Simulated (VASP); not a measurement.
Write the native input for VASP 6.6.1 that does the following.

```
Task                   : single point
Functional             : BLYP
Potentials or basis    : VASP PAW PBE potentials, release 64 (Co)
Cutoff                 : 520 eV
k mesh                 : 26 × 26 × 26
Occupations            : fermi-dirac, width 0.1 eV
Spin                   : no spin polarisation
Dipole correction      : no
Further INCAR settings : ALGO = Normal; EDIFF = 1e-06; NBANDS = 10
```

The structure of Co lies in POSCAR:

```
Co
1.0
   -1.4037292630      1.4037292630      1.4037292630
    1.4037292630     -1.4037292630      1.4037292630
    1.4037292630      1.4037292630     -1.4037292630
Co
1
Direct
    0.0000000000      0.0000000000      0.0000000000
```

One way to write it, as run:

INCAR

```
SYSTEM = Co
PREC     = Accurate       ! precision mode
ENCUT    = 520            ! plane-wave cutoff, eV
EDIFF    = 1E-6           ! SCF threshold, eV
ISMEAR   = -1             ! smearing method
SIGMA    = 0.1            ! smearing width, eV
LREAL    = .FALSE.        ! projectors in reciprocal space
LASPH    = .TRUE.         ! aspherical terms in the spheres
NELM     = 60             ! most SCF steps
ALGO     = Normal         ! electronic algorithm
ISIF     = 2              ! what is computed and relaxed
LWAVE    = .FALSE.        ! write WAVECAR
LCHARG   = .TRUE.         ! write CHGCAR
GGA      = B5             ! functional
ALDAX    = 1.0          
AGGAX    = 1.0          
AGGAC    = 1.0          
ALDAC    = 0.0          
LELF     = .TRUE.         ! ELF
LVHAR    = .TRUE.       
NBANDS   = 10             ! bands
```

KPOINTS

```
Automatic mesh
0
G
  26 26 26
  0 0 0
```

Potentials or basis: VASP PAW PBE potentials, release 64 (Co).

The run is started by

```bash
$ cat potpaw_PBE.64/Co/POTCAR > POTCAR
$ mpirun -np 1 vasp_std > vasp.out
```

It gave:

| Property | Result |
| --- | --- |
| Pressure | -0.2 GPa |

Caveat: the PAW data sets were made with another functional, which shifts forces and pressure a little; the run has no spin polarisation, though such a crystal can be magnetic.

Wall time 36 s on 1 thread of Intel Xeon 6975P-C, on a shared host, peak memory 0.17 GiB.
